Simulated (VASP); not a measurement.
Write the native input for VASP 6.6.1 that does the following.

- Task: relaxation of cell and atoms
- Functional: PBEsol
- Potentials or basis: VASP PAW PBE potentials, release 64 (Zn)
- Cutoff: 600 eV
- k mesh: 18 × 18 × 18
- Occupations: gaussian, width 0.1 eV
- Spin: no spin polarisation
- Dipole correction: no
- Further INCAR settings: ALGO = Normal; EDIFF = 1e-06; IBRION = 2; EDIFFG = -0.01; NSW = 80; ISIF = 3

The structure of Zn lies in POSCAR:

```
Zn
1.0
    0.0000000000      1.9138181664      1.9138181664
    1.9138181664      0.0000000000      1.9138181664
    1.9138181664      1.9138181664      0.0000000000
Zn
1
Direct
    0.0000000000      0.0000000000      0.0000000000
```

These files were run (other wordings do the same):

INCAR

```
PREC = Accurate ; ENCUT = 600
EDIFF = 1E-6 ; ISMEAR = 0
SIGMA = 0.1 ; LREAL = False
LASPH = True ; NELM = 80
ALGO = Normal ; ISIF = 3
LWAVE = False ; LCHARG = False
GGA = PS ; IBRION = 2
NSW = 80 ; EDIFFG = -0.01
```

KPOINTS

```
Automatic mesh
0
Gamma
  18 18 18
```

Potentials or basis: VASP PAW PBE potentials, release 64 (Zn).

Run with:

```console
$ cat potpaw_PBE.64/Zn/POTCAR > POTCAR
$ mpirun -np 1 vasp_std > vasp.out
```

Results of the run:

```json
{"Relaxed volume": "14.22 Å³/atom", "Relaxed cell": "a = 2.719 Å, b = 2.719 Å, c = 2.719 Å, α = 60.00°, β = 60.00°, γ = 60.00°", "Space group after relaxing (to 0.05 Å)": "Fm-3m (No. 225)", "Energy gained by relaxing": "0.6 meV/atom", "Ionic steps": "2", "Pressure after relaxing": "-0.1 GPa", "Band gap on the k mesh": "zero (band 6 reaches 5.11 eV, above the bottom of band 7 at 2.11 eV)"}
```

Caveat: the PAW data sets were made with another functional, which shifts forces and pressure a little.

It took 14 s on 1 thread of Intel(R) Xeon(R) 6975P-C (Granite Rapids) (shared host), peak memory 0.16 GiB.
